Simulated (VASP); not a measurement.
# In3AgO4 (P-43m) in VASP: single point with PBE

Aim: the single point of In3AgO4 with PBE.

Program: VASP 6.6.1. These are calculated values, not measurements. Logs are shortened: lines on timing, memory, paths and dates and some standing lists are left out, and cuts for length are marked.

## (1) The cell of the first run

It takes space group P-43m (No. 215, cubic). Conventional cell: a = 5.413 Å, b = 5.413 Å, c = 5.413 Å, α = 90.00°, β = 90.00°, γ = 90.00°. In (site symmetry -42m) has 4 O at 2.32 Å and 2 Ag at 2.71 Å within 3.1 Å. Ag (site symmetry -43m) has 4 O at 2.28 Å and 6 In at 2.71 Å within 3.0 Å. O (site symmetry 3m) has 1 Ag at 2.28 Å and 3 In at 2.32 Å within 3.0 Å.

## (2) Single point, PBE

File INCAR:

```
SYSTEM = In3AgO4
PREC = Accurate
ENCUT = 520
EDIFF = 1E-6
ISMEAR = 0
SIGMA = 0.1
LREAL = .FALSE.
LASPH = .TRUE.
NELM = 80
ALGO = Fast
ISIF = 2
LWAVE = .FALSE.
LCHARG = .FALSE.
GGA = PE
NBANDS = 47
```

File KPOINTS:

```
Automatic mesh
0
G
  4 4 4
  0 0 0
```

File POSCAR:

```
In3AgO4
1.0
    5.4127833545      0.0000000000      0.0000000000
    0.0000000000      5.4127833545      0.0000000000
    0.0000000000      0.0000000000      5.4127833545
In Ag O
3 1 4
Direct
    0.5000000000      0.0000000000      0.0000000000
    0.0000000000      0.5000000000      0.0000000000
    0.0000000000      0.0000000000      0.5000000000
    0.0000000000      0.0000000000      0.0000000000
    0.2432933678      0.2432933678      0.2432933678
    0.2432933678      0.7567066322      0.7567066322
    0.7567066322      0.7567066322      0.2432933678
    0.7567066322      0.2432933678      0.7567066322
```

Potentials or basis: VASP PAW PBE potentials, release 64 (In_d, Ag, O).

On the command line:

```
$ cat potpaw_PBE.64/In_d/POTCAR potpaw_PBE.64/Ag/POTCAR potpaw_PBE.64/O/POTCAR > POTCAR
$ mpirun -np 1 vasp_std > vasp.out
```

OUTCAR:

```text
SYSTEM = In3AgO4
   PREC = Accurate
   ENCUT = 520
   EDIFF = 1E-6
   ISMEAR = 0
   LREAL = .FALSE.
   LASPH = .TRUE.
   NELM = 80
   ISIF = 2
   GGA = PE

 ion  position               nearest neighbor table
   1  0.500  0.000  0.000-   5 2.32   6 2.32   7 2.32   8 2.32   4 2.71   4 2.71   2 3.83   3 3.83
                             2 3.83   2 3.83   3 3.83   3 3.83   3 3.83   2 3.83
   2  0.000  0.500  0.000-   5 2.32   6 2.32   7 2.32   8 2.32   4 2.71   4 2.71   1 3.83   3 3.83
                             1 3.83   3 3.83   3 3.83   3 3.83   1 3.83   1 3.83
   3  0.000  0.000  0.500-   5 2.32   6 2.32   7 2.32   8 2.32   4 2.71   4 2.71   1 3.83   1 3.83
                             2 3.83   2 3.83   2 3.83   2 3.83   1 3.83   1 3.83
   4  0.000  0.000  0.000-   5 2.28   6 2.28   7 2.28   8 2.28   2 2.71   3 2.71   1 2.71   3 2.71
                             2 2.71   1 2.71
   5  0.243  0.243  0.243-   4 2.28   2 2.32   3 2.32   1 2.32
   6  0.243  0.757  0.757-   4 2.28   2 2.32   3 2.32   1 2.32
   7  0.757  0.757  0.243-   4 2.28   2 2.32   3 2.32   1 2.32
   8  0.757  0.243  0.757-   4 2.28   2 2.32   3 2.32   1 2.32

  LATTYP: Found a simple cubic cell.
 ALAT       =     5.4127833545

  Lattice vectors:

 A1 = (   5.4127833545,   0.0000000000,   0.0000000000)
 A2 = (   0.0000000000,   5.4127833545,   0.0000000000)
 A3 = (   0.0000000000,   0.0000000000,   5.4127833545)

Analysis of symmetry for initial positions (statically):
=====================================================================
 Subroutine PRICEL returns:
 Original cell was already a primitive cell.

 Routine SETGRP: Setting up the symmetry group for a
 simple cubic supercell.

 Subroutine GETGRP returns: Found 24 space group operations
 (whereof 24 operations were pure point group operations)
 out of a pool of 48 trial point group operations.

The static configuration has the point symmetry T_d .

Analysis of symmetry for dynamics (positions and initial velocities):
=====================================================================
 Subroutine PRICEL returns:
 Original cell was already a primitive cell.

 Routine SETGRP: Setting up the symmetry group for a
 simple cubic supercell.

 Subroutine GETGRP returns: Found 24 space group operations
 (whereof 24 operations were pure point group operations)
 out of a pool of 48 trial point group operations.

The dynamic configuration has the point symmetry T_d .

 Subroutine INISYM returns: Found 24 space group operations
 (whereof 24 operations are pure point group operations),
 and found     1 'primitive' translations

----------------------------------------------------------------------------------------

                                     Primitive cell

  volume of cell :     158.5849

  direct lattice vectors                    reciprocal lattice vectors
     5.412783355  0.000000000  0.000000000     0.184747834  0.000000000  0.000000000
     0.000000000  5.412783355  0.000000000     0.000000000  0.184747834  0.000000000
     0.000000000  0.000000000  5.412783355     0.000000000  0.000000000  0.184747834

  length of vectors
     5.412783355  5.412783355  5.412783355     0.184747834  0.184747834  0.184747834

  position of ions in fractional coordinates (direct lattice)
     0.500000000  0.000000000  0.000000000
     0.000000000  0.500000000  0.000000000
     0.000000000  0.000000000  0.500000000
     0.000000000  0.000000000  0.000000000
     0.243293368  0.243293368  0.243293368
     0.243293368  0.756706632  0.756706632
     0.756706632  0.756706632  0.243293368
     0.756706632  0.243293368  0.756706632

  ion indices of the primitive-cell ions
   primitive index   ion index
                 1           1
                 2           2
                 3           3
                 4           4
                 5           5
                 6           6
                 7           7
                 8           8

----------------------------------------------------------------------------------------

 KPOINTS: Automatic mesh

Automatic generation of k-mesh.
 Grid dimensions read from file:
 generate k-points for:    4    4    4

 Generating k-lattice:

  Cartesian coordinates                     Fractional coordinates (reciprocal lattice)
     0.046186958  0.000000000  0.000000000     0.250000000  0.000000000  0.000000000
     0.000000000  0.046186958  0.000000000     0.000000000  0.250000000  0.000000000
     0.000000000  0.000000000  0.046186958     0.000000000  0.000000000  0.250000000

  Length of vectors
     0.046186958  0.046186958  0.046186958

  Shift w.r.t. Gamma in fractional coordinates (k-lattice)
     0.000000000  0.000000000  0.000000000

 Subroutine IBZKPT returns following result:
 ===========================================

 Found     10 irreducible k-points:

 Following reciprocal coordinates:
            Coordinates               Weight
  0.000000  0.000000  0.000000      1.000000
  0.250000  0.000000  0.000000      6.000000
  0.500000  0.000000  0.000000      3.000000
  0.250000  0.250000  0.000000     12.000000
  0.500000  0.250000  0.000000     12.000000
  0.500000  0.500000  0.000000      3.000000
  0.250000  0.250000  0.250000      8.000000
  0.500000  0.250000  0.250000     12.000000
  0.500000  0.500000  0.250000      6.000000
  0.500000  0.500000  0.500000      1.000000
   k-points           NKPTS =     10   k-points in BZ     NKDIM =     10   number of bands    NBANDS=     47
   number of dos      NEDOS =    301   number of ions     NIONS =      8
   total plane-waves  NPLWV =  64000
   dimension x,y,z NGX =    40 NGY =   40 NGZ =   40
   dimension x,y,z NGXF=    80 NGYF=   80 NGZF=   80
   ions per type =               3   1   4
   NGX,Y,Z   is equivalent  to a cutoff of  12.29, 12.29, 12.29 a.u.
   NGXF,Y,Z  is equivalent  to a cutoff of  24.57, 24.57, 24.57 a.u.
 SYSTEM =  In3AgO4
   PREC   = accura    normal or accurate (medium, high low for compatibility)
   ISTART =      0    job   : 0-new  1-cont  2-samecut
   ICHARG =      2    charge: 1-file 2-atom 10-const
   ISPIN  =      1    spin polarized calculation?
   LNONCOLLINEAR =      F non collinear calculations
   LSORBIT =      F    spin-orbit coupling
   LASPH  =      T    aspherical Exc in radial PAW
   ENCUT  =  520.0 eV  38.22 Ry    6.18 a.u.  10.06 10.06 10.06*2*pi/ulx,y,z
   NELM   =     80;   NELMIN=  2; NELMDL= -5     # of ELM steps
   EDIFF  = 0.1E-05   stopping-criterion for ELM
   LREAL  =      F    real-space projection
   EDIFFG = 0.1E-04   stopping-criterion for IOM
   NSW    =      0    number of steps for IOM
   IBRION =     -1    ionic relax: 0-MD 1-quasi-New 2-CG
   NFREE  =      0    steps in history (QN), initial steepest desc. (CG)
   ISIF   =      2    stress and relaxation
   ISYM   =      2    0-nonsym 1-usesym 2-fastsym
   POTIM  = 0.5000    time-step for ionic-motion
   TEBEG  =    0.0;   TEEND  =   0.0 temperature during run
   PSTRESS=    0.0 pullay stress
   NELECT =      74.0000    total number of electrons
   NUPDOWN=      -1.0000    fix difference up-down
   EMIN   =  10.00;   EMAX   =-10.00  energy-range for DOS
   EFERMI =   0.00;   METHOD = LEGACY
   ISMEAR =     0;   SIGMA  =   0.10  broadening in eV -4-tet -1-fermi 0-gaus
   EFERMI_NEDOS =   21; number of points for ismear=-14 and -15
   IALGO  =     68    algorithm
   IMIX   =      4    mixing-type and parameters
     AMIX     =   0.40;   BMIX     =  1.00
     AMIX_MAG =   1.60;   BMIX_MAG =  1.00
  volume/ion in A,a.u.               =      19.82       133.77
  Fermi-wavevector in a.u.,A,eV,Ry     =   1.269789  2.399553 21.937532  1.612363
  Thomas-Fermi vector in A             =   2.402811
   LORBIT       =      0    0 simple, 1 ext, 2 COOP (PROOUT), +10 PAW based schemes
   GGA     = PE    functional components
   LHFCALC =     F    Hartree Fock is set to
   AEXX    =    0.0000 exact exchange contribution
   IVDW    =     0    specifies the selected vdW correction
   LEPSILON=     F    determine dielectric tensor
   LRPA    =     F    only Hartree local field effects (RPA)
 non-spin polarized calculation
 RMM-DIIS sequential band-by-band and
 Gauss-broadening in eV      SIGMA  =   0.10
  energy-cutoff  :      520.00
  volume of cell :      158.58
 maximum number of plane-waves:      4337
   NGX = 21   NGY = 21   NGZ = 21

 number of electron      74.0000006 magnetization

 Free energy of the ion-electron system (eV)
  ---------------------------------------------------
  ext. energy  EPLUGINS =         0.00000000
  ---------------------------------------------------
  free energy    TOTEN  =       -34.83538298 eV

  energy without entropy =      -34.81608031  energy(sigma->0) =      -34.82573164

 E-fermi :   4.3005     XC(G=0):  -9.0801

 val. band max:        4.2666399903   @ k =   0.5000   0.0000   0.0000
 cond. band min:       4.3305778016   @ k =   0.5000   0.5000   0.2500
 fundamental gap:      0.0639378113
 Fermi energy:         4.3004738307

 k-point     1 :       0.0000    0.0000    0.0000
  band No.  band energies     occupation
      1     -14.1643      2.00000
      2     -14.0136      2.00000
      3     -14.0136      2.00000
      4     -14.0136      2.00000
      5     -10.7560      2.00000
      6     -10.6718      2.00000
[... 39 lines left out ...]
     46      10.3247      0.00000
     47      11.4882      0.00000

 k-point     2 :       0.2500    0.0000    0.0000
  band No.  band energies     occupation
      1     -14.1388      2.00000
      2     -14.0288      2.00000
      3     -14.0120      2.00000
      4     -14.0120      2.00000
      5     -10.7456      2.00000
      6     -10.6713      2.00000
[... 39 lines left out ...]
     46      10.7203      0.00000
     47      10.7750      0.00000

 k-point     3 :       0.5000    0.0000    0.0000
  band No.  band energies     occupation
      1     -14.0986      2.00000
      2     -14.0593      2.00000
      3     -14.0107      2.00000
      4     -14.0107      2.00000
      5     -10.7371      2.00000
      6     -10.6708      2.00000
[... 339 lines left out ...]
     46      10.4194      0.00000
     47      11.0576      0.00000

 k-point    10 :       0.5000    0.5000    0.5000
  band No.  band energies     occupation
      1     -14.0414      2.00000
      2     -14.0374      2.00000
      3     -14.0374      2.00000
      4     -14.0374      2.00000
      5     -10.6555      2.00000
      6     -10.6555      2.00000
[... 39 lines left out ...]
     46      11.1116      0.00000
     47      11.1122      0.00000

------------------------ aborting loop because EDIFF is reached ----------------------------------------

  FORCE on cell =-STRESS in cart. coord.  units (eV):
  Direction    XX          YY          ZZ          XY          YZ          ZX
  --------------------------------------------------------------------------------------
  -------------------------------------------------------------------------------------
  Total        0.2407938      0.2407938      0.2407938      0.0000000     -0.0000000     -0.0000000
  in kB        2.4327299      2.4327299      2.4327299      0.0000000     -0.0000000     -0.0000000
  external PRESSURE =       2.4327299 kB  Pullay stress =       0.0000000 kB

 VOLUME and BASIS-vectors are now :
 -----------------------------------------------------------------------------
  energy-cutoff  :      520.00
  volume of cell :      158.58
      direct lattice vectors                 reciprocal lattice vectors
     5.412783355  0.000000000  0.000000000     0.184747834  0.000000000  0.000000000
     0.000000000  5.412783355  0.000000000     0.000000000  0.184747834  0.000000000
     0.000000000  0.000000000  5.412783355     0.000000000  0.000000000  0.184747834

 POSITION                                       TOTAL-FORCE (eV/Angst)
 -----------------------------------------------------------------------------------
      2.70639      0.00000      0.00000        -0.000000     -0.000000     -0.000000
      0.00000      2.70639      0.00000        -0.000000     -0.000000     -0.000000
      0.00000      0.00000      2.70639        -0.000000     -0.000000     -0.000000
      0.00000      0.00000      0.00000        -0.000000     -0.000000     -0.000000
      1.31689      1.31689      1.31689         0.010099      0.010099      0.010099
      1.31689      4.09589      4.09589         0.010099     -0.010099     -0.010099
      4.09589      4.09589      1.31689        -0.010099     -0.010099      0.010099
      4.09589      1.31689      4.09589        -0.010099      0.010099     -0.010099
 -----------------------------------------------------------------------------------
    total drift:                               -0.000000     -0.000000     -0.000000

  FREE ENERGIE OF THE ION-ELECTRON SYSTEM (eV)
  ---------------------------------------------------
  free  energy   TOTEN  =       -34.8353829807 eV

  energy  without entropy=      -34.8160803089  energy(sigma->0) =      -34.82573164
```

It took 3.2 min on 1 thread of Oxide Virtual Turin-like, shared host; peak memory 0.23 GiB.

Results:

```yaml
Free_energy: -34.8354 eV
Pressure: 0.2 GPa
Largest_force: 0.017 eV/Å
Band_gap_on_the_k_mesh: zero (bands 37 and 38 overlap by 0.27 eV)
```

Forces on the atoms (eV/Å):
```
In   0.000  0.000  0.000
In   0.000  0.000  0.000
In   0.000  0.000  0.000
Ag   0.000  0.000  0.000
O    0.010  0.010  0.010
O    0.010 -0.010 -0.010
O   -0.010 -0.010  0.010
O   -0.010  0.010 -0.010
```

Caveat: spin-orbit coupling is left out, which moves the levels of the heavy elements.

The gap in the log of VASP goes by the Fermi energy; the results here count the filled bands.